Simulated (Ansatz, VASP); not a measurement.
**GaN: VASP beside Ansatz**

The input POSCAR:

```
GaN
1.0
    0.0000000000      2.0498986417      2.0498986417
    2.0498986417      0.0000000000      2.0498986417
    2.0498986417      2.0498986417      0.0000000000
Ga N
1 1
Direct
    0.5000000000      0.5000000000      0.5000000000
    0.0000000000      0.0000000000      0.0000000000
```

The input INCAR.step1:

```
  PREC = Accurate
  ENCUT = 520
  ISMEAR = 0
  SIGMA = 0.01
  LREAL = F
  LASPH = T
  NELM = 80
  NBANDS = 16
  GGA = PE
  ALGO = Normal
  EDIFF = 1E-4
  LWAVE = T
  LCHARG = F
```

Contents of INCAR.step2:

```
  PREC = Accurate
  ENCUT = 520
  EDIFF = 1E-6
  ISMEAR = 0
  SIGMA = 0.01
  LREAL = F
  LASPH = T
  NELM = 80
  ALGO = Normal
  ISIF = 2
  LWAVE = F
  LCHARG = T
  METAGGA = R2SCAN
  LMIXTAU = T
  LELF = T
  LVHAR = T
  NBANDS = 16
  ISTART = 1
```

File KPOINTS:

```
regular mesh
0
Gamma
  10 10 10
```

Input for Ansatz:

```yaml
crystal:
  lattice:
    - [0.0, 2.0498986417, 2.0498986417]
    - [2.0498986417, 0.0, 2.0498986417]
    - [2.0498986417, 2.0498986417, 0.0]
  atoms:
    - { symbol: Ga, position: [0.5, 0.5, 0.5] }
    - { symbol: "N", position: [0.0, 0.0, 0.0] }
kpoints:
  mp_grid: { grid: [10, 10, 10] }
  band_path:
    path:
      - [0.0, 0.0, 0.0]
      - [0.5, 0.0, 0.5]
      - [0.625, 0.25, 0.625]
      - [0.375, 0.375, 0.75]
      - [0.5, 0.5, 0.5]
      - [0.5, 0.25, 0.75]
      - [0.0, 0.178385, -0.178385]
      - [0.0, 0.5, 0.5]
    npoints: 1
hamiltonian:
  xc: r2scan
scf:
  occupations: { method: fixed }
  n_extra_bands: 4
output:
  forces: true
  stress: true
  eigenvalues: true
```

Change from the starting cell: hydrostatic strain -2.8%.

Alike in both runs: task single point; functional r2SCAN; k mesh 10 × 10 × 10; no spin polarisation.

|  | VASP | Ansatz |
| --- | --- | --- |
| version | VASP 6.6.1 | Ansatz 0.2.0 |
| potentials or method | VASP PAW PBE potentials, release 64 (Ga_d, N) | plane waves, PAW |
| plane-wave cutoff (eV) | 520 | 500 |
| occupations | gaussian, width 0.01 eV | fixed |
| valence electrons in the cell | 18 | 18 |

VASP gave:

| Property | Result |
| --- | --- |
| gap on the k mesh at the Fermi level (eV) | 1.77 |
| pressure (GPa) | 26.6 |

Q: What did Ansatz give for the same quantities?

A: gap on the k mesh at the Fermi level (eV): 1.80; pressure (GPa): 24.9.

VASP's potentials were made for PBE, not for r2SCAN.
